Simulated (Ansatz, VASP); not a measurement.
# Si4Ge3 in VASP and in Ansatz

Contents of INCAR:

```
SYSTEM = Si4Ge3
  PREC = Accurate
  ENCUT = 520
  EDIFF = 1E-6
  ISMEAR = 0
  SIGMA = 0.02
  LREAL = .FALSE.
  LASPH = .TRUE.
  NELM = 100
  ALGO = Normal
  ISIF = 2
  LWAVE = .FALSE.
  LCHARG = .FALSE.
  GGA = PE
  NBANDS = 71
```

KPOINTS

```
regular mesh
0
G
  6 6 6
  0 0 0
```

The input POSCAR:

```
Si4Ge3
1.0
    5.2202411356      3.0139076249      3.2244905830
   -5.2202411356      3.0139076249      3.2244905830
    0.0000000000     -6.0278152498      3.2244905830
Si Ge
8 6
Direct
    0.1535798768      0.0188124132      0.4406245929
    0.8464201232      0.9811875868      0.5593754071
    0.4406245929      0.1535798768      0.0188124132
    0.5593754071      0.8464201232      0.9811875868
    0.0188124132      0.4406245929      0.1535798768
    0.9811875868      0.5593754071      0.8464201232
    0.8767267958      0.8767267958      0.8767267958
    0.1232732042      0.1232732042      0.1232732042
    0.7381326429      0.3027056020      0.5950661665
    0.2618673571      0.6972943980      0.4049338335
    0.4049338335      0.2618673571      0.6972943980
    0.5950661665      0.7381326429      0.3027056020
    0.6972943980      0.4049338335      0.2618673571
    0.3027056020      0.5950661665      0.7381326429
```

Input for Ansatz:

```yaml
crystal:
  lattice:
    - [5.2202411356, 3.0139076249, 3.224490583]
    - [-5.2202411356, 3.0139076249, 3.224490583]
    - [0.0, -6.0278152498, 3.224490583]
  atoms:
    - { symbol: Si, position: [0.1535798768, 0.0188124132, 0.4406245929] }
    - { symbol: Si, position: [0.8464201232, 0.9811875868, 0.5593754071] }
    - { symbol: Si, position: [0.4406245929, 0.1535798768, 0.0188124132] }
    - { symbol: Si, position: [0.5593754071, 0.8464201232, 0.9811875868] }
    - { symbol: Si, position: [0.0188124132, 0.4406245929, 0.1535798768] }
    - { symbol: Si, position: [0.9811875868, 0.5593754071, 0.8464201232] }
    - { symbol: Si, position: [0.8767267958, 0.8767267958, 0.8767267958] }
    - { symbol: Si, position: [0.1232732042, 0.1232732042, 0.1232732042] }
    - { symbol: Ge, position: [0.7381326429, 0.302705602, 0.5950661665] }
    - { symbol: Ge, position: [0.2618673571, 0.697294398, 0.4049338335] }
    - { symbol: Ge, position: [0.4049338335, 0.2618673571, 0.697294398] }
    - { symbol: Ge, position: [0.5950661665, 0.7381326429, 0.302705602] }
    - { symbol: Ge, position: [0.697294398, 0.4049338335, 0.2618673571] }
    - { symbol: Ge, position: [0.302705602, 0.5950661665, 0.7381326429] }
basis:
  ecutwfc: 420
kpoints:
  mp_grid: { grid: [6, 6, 6] }
  band_path: { path: [VBM, CBM], npoints: 2 }
hamiltonian:
  xc: pbe
scf:
  occupations: { method: gaussian, width: 0.02 }
output:
  forces: false
  stress: false
  eigenvalues: true
checkpoint:
  read: start.run
  write: ck
  compress: false
  write_wavefunctions: false
  write_every: 100000
```

Alike in both runs: task single point; functional PBE; k mesh 6 × 6 × 6; occupations gaussian, width 0.02 eV; no spin polarisation.

```csv
,VASP,Ansatz
version,VASP 6.6.1,Ansatz 0.2.0
potentials or method,"VASP PAW PBE potentials, release 64 (Si, Ge_d), cutoff 520 eV","scalar-relativistic, plane waves, PAW"
valence electrons in the cell,116,116
```

```csv
,VASP,Ansatz,Ansatz less VASP
gap on the k mesh at the Fermi level (eV),0.71,0.71,-0.003
least direct gap on the mesh (eV),1.40,1.39,-0.003
```
